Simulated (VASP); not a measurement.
Runs of VASP 6.6.1 on SnC2. The structure is that of space group I4/mmm (No. 139), or close to it. The cells are those of the table. 

```csv
task,cell,cutoff (eV),gap on the mesh (eV),pressure (GPa),largest force (eV/Å)
relaxation of cell and atoms,"relaxed to 4 GPa from a = 4.268 Å, angles 125.0, 125.0, 81.5°, 3 atoms",600,none,4.0,-
relaxation of cell and atoms,"relaxed from a = 4.269 Å, angles 125.0, 125.0, 81.5°, 3 atoms",600,0.22,0.0,-
single point,"a = 4.268 Å, angles 125.0, 125.0, 81.5°, 3 atoms",520,(b),0.2,0.09
single point,"a = 4.092 Å, angles 125.8, 125.8, 80.2°, 3 atoms",520,none,(a),0.51
relaxation of cell and atoms,"relaxed to 12 GPa from a = 4.268 Å, angles 125.0, 125.0, 81.5°, 3 atoms",600,none,12.0,-
```

Alike in all rows: level LDA; potentials or basis VASP PAW LDA potentials, release 64 (Sn_d, C); no spin polarisation; k mesh 12 × 12 × 12; smearing gaussian 0.01 eV.

Question: Fill in the values left out.

Answer: (a) 10.4; (b) 0.23.

Caveats: spin-orbit coupling is left out, which moves the levels of the heavy elements; the cell is relaxed towards a set pressure, so the enthalpy falls and the energy may rise (some runs).

A k mesh can miss the band edges, and the runs leave out spin-orbit coupling on Sn.

A gap of «none» marks levels without a gap at the run's occupations.
